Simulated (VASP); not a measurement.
# Ru (Fm-3m) in VASP: a series of runs

Runs on Ru. Level: HSE06. Tasks: single point.

All numbers are computed with VASP 6.6.1; they aren't measurements. Logs are shortened: lines on timing, memory, paths and dates and some standing lists are left out, and cuts for length are marked.

## (1) The cell of the first run

The structure is cubic, space group Fm-3m (No. 225). Conventional cell: a = 3.823 Å, b = 3.823 Å, c = 3.823 Å, α = 90.00°, β = 90.00°, γ = 90.00°. Ru (site symmetry m-3m) has 12 Ru at 2.70 Å within 3.6 Å.

This isn't the form of Ru at room conditions, which is hcp.

## (2) Single point, HSE06

Contents of POSCAR:

```
Ru
1.0
    0.0000000000      1.9113289501      1.9113289501
    1.9113289501      0.0000000000      1.9113289501
    1.9113289501      1.9113289501      0.0000000000
Ru
1
Direct
    0.0000000000      0.0000000000      0.0000000000
```

Contents of INCAR.step1:

```
SYSTEM = Ru
ALGO     = Normal         ! electronic algorithm
EDIFF    = 1E-5           ! SCF threshold, eV
ENCUT    = 420            ! plane-wave cutoff, eV
GGA      = PE             ! functional
GGA_COMPAT= .FALSE.      
ISIF     = 2              ! what is computed and relaxed
ISMEAR   = -1             ! smearing method
LASPH    = .TRUE.         ! aspherical terms in the spheres
LCHARG   = .FALSE.        ! write CHGCAR
LREAL    = .FALSE.        ! projectors in reciprocal space
LWAVE    = .TRUE.         ! write WAVECAR
NBANDS   = 14             ! bands
NELM     = 120            ! most SCF steps
PREC     = Accurate       ! precision mode
SIGMA    = 0.1            ! smearing width, eV
```

Contents of INCAR.step2:

```
SYSTEM = Ru
ALGO     = Normal         ! electronic algorithm
EDIFF    = 1E-6           ! SCF threshold, eV
ENCUT    = 420            ! plane-wave cutoff, eV
GGA      = PE             ! functional
GGA_COMPAT= .FALSE.      
HFSCREEN = 0.2079         ! screening, 1/A
ISIF     = 2              ! what is computed and relaxed
ISMEAR   = -1             ! smearing method
ISTART   = 1            
LASPH    = .TRUE.         ! aspherical terms in the spheres
LCHARG   = .FALSE.        ! write CHGCAR
LHFCALC  = .TRUE.         ! exact exchange
LREAL    = .FALSE.        ! projectors in reciprocal space
LWAVE    = .FALSE.        ! write WAVECAR
NBANDS   = 14             ! bands
NELM     = 120            ! most SCF steps
PREC     = Accurate       ! precision mode
PRECFOCK = Normal       
SIGMA    = 0.1            ! smearing width, eV
```

Contents of KPOINTS:

```
k-points
0
G
  6 6 6
  0 0 0
```

Potentials or basis: VASP PAW PBE potentials, release 64 (Ru_sv).

The run is started by

```bash
> cat potpaw_PBE.64/Ru_sv/POTCAR > POTCAR
> cp INCAR.step1 INCAR
> mpirun -np 1 vasp_std > vasp.out
> cp INCAR.step2 INCAR
> mpirun -np 1 vasp_std > vasp.out
```

OUTCAR:

```text
SYSTEM = Ru
   EDIFF = 1E-6
   ENCUT = 420
   GGA = PE
   HFSCREEN = 0.2079
   ISIF = 2
   ISMEAR = -1
   ISTART = 1
   LASPH = .TRUE.
   LHFCALC = .TRUE.
   LREAL = .FALSE.
   NELM = 120
   PREC = Accurate
   PRECFOCK = Normal

 ion  position               nearest neighbor table
   1  0.000  0.000  0.000-

  LATTYP: Found a face centered cubic cell.
 ALAT       =     3.8226579002

  Lattice vectors:

 A1 = (   0.0000000000,   1.9113289501,   1.9113289501)
 A2 = (   1.9113289501,   0.0000000000,   1.9113289501)
 A3 = (   1.9113289501,   1.9113289501,   0.0000000000)

Analysis of symmetry for initial positions (statically):
=====================================================================
 Subroutine PRICEL returns:
 Original cell was already a primitive cell.

 Routine SETGRP: Setting up the symmetry group for a
 face centered cubic supercell.

 Subroutine GETGRP returns: Found 48 space group operations
 (whereof 48 operations were pure point group operations)
 out of a pool of 48 trial point group operations.

The static configuration has the point symmetry O_h .

Analysis of symmetry for dynamics (positions and initial velocities):
=====================================================================
 Subroutine PRICEL returns:
 Original cell was already a primitive cell.

 Routine SETGRP: Setting up the symmetry group for a
 face centered cubic supercell.

 Subroutine GETGRP returns: Found 48 space group operations
 (whereof 48 operations were pure point group operations)
 out of a pool of 48 trial point group operations.

The dynamic configuration has the point symmetry O_h .

 Subroutine INISYM returns: Found 48 space group operations
 (whereof 48 operations are pure point group operations),
 and found     1 'primitive' translations

----------------------------------------------------------------------------------------

                                     Primitive cell

  volume of cell :      13.9649

  direct lattice vectors                    reciprocal lattice vectors
     0.000000000  1.911328950  1.911328950    -0.261598089  0.261598089  0.261598089
     1.911328950  0.000000000  1.911328950     0.261598089 -0.261598089  0.261598089
     1.911328950  1.911328950  0.000000000     0.261598089  0.261598089 -0.261598089

  length of vectors
     2.703027323  2.703027323  2.703027323     0.453101181  0.453101181  0.453101181

  position of ions in fractional coordinates (direct lattice)
     0.000000000  0.000000000  0.000000000

  ion indices of the primitive-cell ions
   primitive index   ion index
                 1           1

----------------------------------------------------------------------------------------

 KPOINTS: k-points

Automatic generation of k-mesh.
 Grid dimensions read from file:
 generate k-points for:    6    6    6

 Generating k-lattice:

  Cartesian coordinates                     Fractional coordinates (reciprocal lattice)
    -0.043599681  0.043599681  0.043599681     0.166666667  0.000000000  0.000000000
     0.043599681 -0.043599681  0.043599681     0.000000000  0.166666667  0.000000000
     0.043599681  0.043599681 -0.043599681     0.000000000  0.000000000  0.166666667

  Length of vectors
     0.075516863  0.075516863  0.075516863

  Shift w.r.t. Gamma in fractional coordinates (k-lattice)
     0.000000000  0.000000000  0.000000000

 Subroutine IBZKPT returns following result:
 ===========================================

 Found     16 irreducible k-points:

 Following reciprocal coordinates:
            Coordinates               Weight
  0.000000  0.000000  0.000000      1.000000
  0.166667  0.000000  0.000000      8.000000
  0.333333  0.000000  0.000000      8.000000
  0.500000  0.000000  0.000000      4.000000
  0.166667  0.166667  0.000000      6.000000
  0.333333  0.166667  0.000000     24.000000
[... 8 lines left out ...]
 -0.333333  0.333333  0.166667     24.000000
 -0.333333  0.500000  0.166667     12.000000
   k-points           NKPTS =     16   k-points in BZ     NKDIM =    216   number of bands    NBANDS=     14
   number of dos      NEDOS =    301   number of ions     NIONS =      1
   total plane-waves  NPLWV =   5832
   dimension x,y,z NGX =    18 NGY =   18 NGZ =   18
   dimension x,y,z NGXF=    36 NGYF=   36 NGZF=   36
   ions per type =               1
   NGX,Y,Z   is equivalent  to a cutoff of  11.07, 11.07, 11.07 a.u.
   NGXF,Y,Z  is equivalent  to a cutoff of  22.14, 22.14, 22.14 a.u.
 SYSTEM =  Ru
   PREC   = accura    normal or accurate (medium, high low for compatibility)
   ISTART =      1    job   : 0-new  1-cont  2-samecut
   ICHARG =      0    charge: 1-file 2-atom 10-const
   ISPIN  =      1    spin polarized calculation?
   LNONCOLLINEAR =      F non collinear calculations
   LSORBIT =      F    spin-orbit coupling
   LASPH  =      T    aspherical Exc in radial PAW
   ENCUT  =  420.0 eV  30.87 Ry    5.56 a.u.   4.52  4.52  4.52*2*pi/ulx,y,z
   NELM   =    120;   NELMIN=  2; NELMDL=  0     # of ELM steps
   EDIFF  = 0.1E-05   stopping-criterion for ELM
   LREAL  =      F    real-space projection
   EDIFFG = 0.1E-04   stopping-criterion for IOM
   NSW    =      0    number of steps for IOM
   IBRION =     -1    ionic relax: 0-MD 1-quasi-New 2-CG
   NFREE  =      0    steps in history (QN), initial steepest desc. (CG)
   ISIF   =      2    stress and relaxation
   ISYM   =      3    0-nonsym 1-usesym 2-fastsym
   POTIM  = 0.5000    time-step for ionic-motion
   TEBEG  =    0.0;   TEEND  =   0.0 temperature during run
   PSTRESS=    0.0 pullay stress
   NELECT =      16.0000    total number of electrons
   NUPDOWN=      -1.0000    fix difference up-down
   EMIN   =  10.00;   EMAX   =-10.00  energy-range for DOS
   EFERMI =   0.00;   METHOD = LEGACY
   ISMEAR =    -1;   SIGMA  =   0.10  broadening in eV -4-tet -1-fermi 0-gaus
   EFERMI_NEDOS =   21; number of points for ismear=-14 and -15
   IALGO  =     38    algorithm
   IMIX   =      1    mixing-type and parameters
     AMIX     =   0.40;   BMIX     =  1.00
     AMIX_MAG =   1.60;   BMIX_MAG =  1.00
  volume/ion in A,a.u.               =      13.96        94.24
  Fermi-wavevector in a.u.,A,eV,Ry     =   1.713047  3.237190 39.926725  2.934532
  Thomas-Fermi vector in A             =   2.790863
   LORBIT       =      0    0 simple, 1 ext, 2 COOP (PROOUT), +10 PAW based schemes
   GGA     = PE    functional components
   LHFCALC =     T    Hartree Fock is set to
   PRECFOCK=normal    Normal, Fast or Accurate (Low or Medium for compatibility)
   ENCUT4O =  -1.0   cutoff for four orbital integrals eV
   NKREDX  =     1    reduce k-point grid by
   NKREDY  =     1    reduce k-point grid by
   NKREDZ  =     1    reduce k-point grid by
   AEXX    =    0.2500 exact exchange contribution
   HFSCREEN=    0.2079 screening length (either q_TF or 0.3 A-1)
   HFSCREENC=   0.2079 screening length for correlation (either q_TF or 0.3 A-1)
   ENCUTFOCK=  -1.0 apply spherical cutoff to Coloumb kernel
   IVDW    =     0    specifies the selected vdW correction
   LEPSILON=     F    determine dielectric tensor
   LRPA    =     F    only Hartree local field effects (RPA)
 non-spin polarized calculation
  energy-cutoff  :      420.00
  volume of cell :       13.96
 maximum number of plane-waves:       283
  NGX = 14; NGY = 14; NGZ = 14

 number of electron      15.9999994 magnetization

 Free energy of the ion-electron system (eV)
  ---------------------------------------------------
  ext. energy  EPLUGINS =         0.00000000
  ---------------------------------------------------
  free energy    TOTEN  =       -10.70653793 eV

  energy without entropy =      -10.68184583  energy(sigma->0) =      -10.69419188

 E-fermi :  14.2810     XC(G=0): -11.4354

 val. band max:       14.2005305868   @ k =   0.3333   0.3333   0.0000
 cond. band min:      14.4459033084   @ k =   0.5000   0.3333   0.0000
 fundamental gap:      0.2453727216
 Fermi energy:        14.2810248429

 k-point     1 :       0.0000    0.0000    0.0000
  band No.  band energies     occupation
      1     -63.2890      2.00000
      2     -31.1933      2.00000
      3     -31.1933      2.00000
      4     -31.1933      2.00000
      5       5.5092      2.00000
      6      11.2653      2.00000
      7      11.2653      2.00000
      8      11.2653      2.00000
      9      13.6253      1.99717
     10      13.6253      1.99716
     11      30.1703      0.00000
     12      36.0152      0.00000
     13      36.0152      0.00000
     14      36.0152      0.00000

 k-point     2 :       0.1667    0.0000    0.0000
  band No.  band energies     occupation
      1     -63.2425      2.00000
      2     -31.4916      2.00000
      3     -31.2336      2.00000
      4     -31.2336      2.00000
      5       6.6717      2.00000
      6      10.8378      2.00000
      7      11.6682      2.00000
      8      11.6682      2.00000
      9      13.5879      1.99805
     10      13.5879      1.99805
     11      31.8071      0.00000
     12      32.5638      0.00000
     13      37.8536      0.00000
     14      37.8536      0.00000

 k-point     3 :       0.3333    0.0000    0.0000
  band No.  band energies     occupation
      1     -63.1490      2.00000
      2     -32.0664      2.00000
      3     -31.3127      2.00000
      4     -31.3126      2.00000
      5       7.6788      2.00000
      6      11.3137      2.00000
      7      11.3137      2.00000
      8      12.4468      2.00000
      9      15.0672      0.00077
     10      15.0672      0.00077
     11      28.2768      0.00000
     12      31.4889      0.00000
     13      39.0511      0.00000
     14      39.0511      0.00000
[... 188 lines left out ...]
 k-point    15 :      -0.3333    0.3333    0.1667
  band No.  band energies     occupation
      1     -63.0552      2.00000
      2     -32.0856      2.00000
      3     -31.8018      2.00000
      4     -31.5152      2.00000
      5       9.0998      2.00000
      6       9.5212      2.00000
      7      10.9623      2.00000
      8      13.1469      1.99998
      9      16.1195      0.00000
     10      22.9781      0.00000
     11      24.5988      0.00000
     12      30.4823      0.00000
     13      30.8454      0.00000
     14      37.7673      0.00000

 k-point    16 :      -0.3333    0.5000    0.1667
  band No.  band energies     occupation
      1     -63.0398      2.00000
      2     -32.1131      2.00000
      3     -31.7802      2.00000
      4     -31.6206      2.00000
      5       8.0763      2.00000
      6       8.8384      2.00000
      7      12.3073      2.00000
      8      14.1326      1.63049
      9      16.9064      0.00000
     10      23.0720      0.00000
     11      27.2706      0.00000
     12      27.2990      0.00000
     13      28.9321      0.00000
     14      39.9594      0.00000

------------------------ aborting loop because EDIFF is reached ----------------------------------------

  FORCE on cell =-STRESS in cart. coord.  units (eV):
  Direction    XX          YY          ZZ          XY          YZ          ZX
  --------------------------------------------------------------------------------------
  -------------------------------------------------------------------------------------
  Total       -1.3726264     -1.3726264     -1.3726264     -0.0000000      0.0000000     -0.0000000
  in kB     -157.4804350   -157.4804350   -157.4804350     -0.0000000      0.0000000     -0.0000000
  external PRESSURE =    -157.4804350 kB  Pullay stress =       0.0000000 kB

 VOLUME and BASIS-vectors are now :
 -----------------------------------------------------------------------------
  energy-cutoff  :      420.00
  volume of cell :       13.96
      direct lattice vectors                 reciprocal lattice vectors
     0.000000000  1.911328950  1.911328950    -0.261598089  0.261598089  0.261598089
     1.911328950  0.000000000  1.911328950     0.261598089 -0.261598089  0.261598089
     1.911328950  1.911328950  0.000000000     0.261598089  0.261598089 -0.261598089

 POSITION                                       TOTAL-FORCE (eV/Angst)
 -----------------------------------------------------------------------------------
      0.00000      0.00000      0.00000         0.000000      0.000000      0.000000
 -----------------------------------------------------------------------------------
    total drift:                               -0.000000     -0.000000     -0.000000

  FREE ENERGIE OF THE ION-ELECTRON SYSTEM (eV)
  ---------------------------------------------------
  free  energy   TOTEN  =       -10.7065379332 eV

  energy  without entropy=      -10.6818458261  energy(sigma->0) =      -10.69419188
```

It took 6.6 min on 1 thread of Intel Xeon Platinum 8375C at 2.90GHz (Ice Lake), shared host; peak memory 0.22 GiB.

What came out:

```yaml
Free_energy: -10.7065 eV
Pressure: -15.7 GPa
Band_gap_on_the_k_mesh: zero (bands 8 and 9 overlap by 4.32 eV)
```

Levels at points of the mesh, in eV from the Fermi level:
```
           k point  band 5  band 6  band 7  band 8  band 9  band 10  band 11  band 12
(0.00, 0.00, 0.00)   -8.77   -3.02   -3.02   -3.02   -0.66    -0.66    15.89    21.73
(0.50, 0.00, 0.00)   -6.84   -3.34   -3.34    0.99    1.97     1.97    10.83    15.53
(0.50, 0.50, 0.00)   -7.28   -6.67    1.62    2.60    2.60     3.77    14.24    14.24
```

Caveat: the k points lie up to 0.47 Å⁻¹ apart, too coarse for converged energies and pressures of a metal; the PAW data sets were made with another functional, which shifts forces and pressure a little.

(Part 1 of 2 ends here.)

The gap in the log of VASP goes by the Fermi energy; the results here count the filled bands.